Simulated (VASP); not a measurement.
Wanted: the native input for a VASP 6.6.1 run.

| Item | Value |
| --- | --- |
| Task | electric field gradients |
| Functional | r2SCAN |
| Potentials or basis | VASP PAW PBE potentials, release 64 (Si, O) |
| Cutoff | 520 eV |
| k mesh | 5 × 5 × 3 |
| Occupations | fermi-dirac, width 0.02 eV |
| Spin | no spin polarisation |
| Dipole correction | no |
| Further INCAR settings | ALGO = Normal; EDIFF = 1e-08; NBANDS = 44 |

SiO2:

```
Si O
1.0
     4.99300    0.00000    0.00000
     0.00000    4.99300    0.00000
     0.00000    0.00000    7.00500
Si O
4 8
Direct
  0.30241 0.30241 0.00000
  0.19759 0.80241 0.25000
  0.69759 0.69759 0.50000
  0.80241 0.19759 0.75000
  0.23776 0.11089 0.18195
  0.38911 0.73776 0.43195
  0.76224 0.88911 0.68195
  0.61089 0.26224 0.93195
  0.73776 0.38911 0.56805
  0.88911 0.76224 0.31805
  0.26224 0.61089 0.06805
  0.11089 0.23776 0.81805
```

The input as run:

POSCAR

```
SiO2
1.0
    4.9930000000      0.0000000000      0.0000000000
    0.0000000000      4.9930000000      0.0000000000
    0.0000000000      0.0000000000      7.0050000000
Si O
4 8
Direct
    0.3024106559      0.3024106559      0.0000000000
    0.1975893441      0.8024106559      0.2500000000
    0.6975893441      0.6975893441      0.5000000000
    0.8024106559      0.1975893441      0.7500000000
    0.2377646197      0.1108936545      0.1819502258
    0.3891063455      0.7377646197      0.4319502258
    0.7622353803      0.8891063455      0.6819502258
    0.6108936545      0.2622353803      0.9319502258
    0.7377646197      0.3891063455      0.5680497742
    0.8891063455      0.7622353803      0.3180497742
    0.2622353803      0.6108936545      0.0680497742
    0.1108936545      0.2377646197      0.8180497742
```

INCAR.step1

```
PREC = Accurate
ENCUT = 520
ISMEAR = -1
SIGMA = 0.02
LREAL = F
LASPH = T
NELM = 60
NBANDS = 44
GGA = PE
ALGO = Normal
EDIFF = 1E-4
LWAVE = T
LCHARG = F
```

INCAR.step2

```
PREC = Accurate
ENCUT = 520
EDIFF = 1E-8
ISMEAR = -1
SIGMA = 0.02
LREAL = F
LASPH = T
NELM = 60
ALGO = Normal
ISIF = 2
LWAVE = F
LCHARG = F
METAGGA = R2SCAN
LMIXTAU = T
LEFG = T
NBANDS = 44
ISTART = 1
```

KPOINTS

```
Automatic mesh
0
Gamma
  5 5 3
```

Potentials or basis: VASP PAW PBE potentials, release 64 (Si, O).

Launch:

```console
$ cat potpaw_PBE.64/Si/POTCAR potpaw_PBE.64/O/POTCAR > POTCAR
$ cp INCAR.step1 INCAR
$ mpirun -np 1 vasp_std > vasp.out
$ cp INCAR.step2 INCAR
$ mpirun -np 1 vasp_std > vasp.out
```

Results of the run:

The pressure is -3.6 GPa. The largest force is 0.281 eV/Å and the band gap on the k mesh is 6.24 eV. The largest electric field gradient by atom is Si -4.3; O +89.8 V/Å².

Caveat: the cell stands under tension; without QUAD_EFG the Cq values of the log hold for a quadrupole moment of 1 mb, not for the nuclei; the PAW data sets were made with another functional, which shifts forces and pressure a little; an odd mesh through Γ misses points on the zone boundary, where band edges can lie.

Run time: 9.6 min on 1 thread of Intel Xeon 8259CL, on a shared host, peak memory 0.34 GiB.
